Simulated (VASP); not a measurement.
Write the native input for VASP 6.6.1 that does the following.

| Item | Value |
| --- | --- |
| Task | relaxation of cell and atoms |
| Functional | PBE |
| Potentials or basis | VASP PAW PBE potentials, release 64 (Ge_d, Cl) |
| Cutoff | 600 eV |
| k mesh | 10 × 10 × 10 |
| Occupations | gaussian, width 0.1 eV |
| Spin | no spin polarisation |
| Dipole correction | no |
| Further INCAR settings | ALGO = Fast; EDIFF = 1e-06; IBRION = 2; EDIFFG = -0.01; NSW = 100; ISIF = 3 |

The structure of GeCl3 lies in POSCAR:

```
GeCl3
1.0
    4.9063697900      0.0000000000      0.0000000000
    0.0000000000      4.9063697900      0.0000000000
    0.0000000000      0.0000000000      4.9063697900
Ge Cl
1 3
Direct
    0.5000000000      0.5000000000      0.5000000000
    0.0000000000      0.5000000000      0.5000000000
    0.5000000000      0.0000000000      0.5000000000
    0.5000000000      0.5000000000      0.0000000000
```

The cell was generated, and may not be a known phase.

One way to write it, as run:

INCAR

```
SYSTEM = GeCl3
ALGO = Fast
EDIFF = 1E-6
EDIFFG = -0.01
ENCUT = 600
GGA = PE
IBRION = 2
ISIF = 3
ISMEAR = 0
LASPH = .True.
LCHARG = .False.
LREAL = .False.
LWAVE = .False.
NELM = 60
NSW = 100
PREC = Accurate
SIGMA = 0.1
```

KPOINTS

```
k-points
0
Gamma
  10 10 10
  0 0 0
```

Potentials or basis: VASP PAW PBE potentials, release 64 (Ge_d, Cl).

Run with:

```sh
$ cat potpaw_PBE.64/Ge_d/POTCAR potpaw_PBE.64/Cl/POTCAR > POTCAR
$ mpirun -np 1 vasp_std > vasp.out
```

It gave:

The relaxed volume is 29.63 Å³/atom, the relaxed cell is a = 4.912 Å, b = 4.912 Å, c = 4.912 Å, α = 90.00°, β = 90.00°, γ = 90.00° and the space group after relaxing (to 0.1 Å) is Pm-3m (No. 221). The energy gained by relaxing is 0.1 meV/atom. The ionic steps are 2 and the pressure after relaxing is 0.0 GPa. The band gap on the k mesh is zero (an odd number of electrons rules out a gap without spin polarisation).

Caveat: an odd number of electrons without spin polarisation forces a metal; a magnetic or distorted state may lie lower.

Wall time 2.9 min on 1 thread of Oxide Virtual Turin-like Processor, with other jobs on the host, peak memory 0.31 GiB.
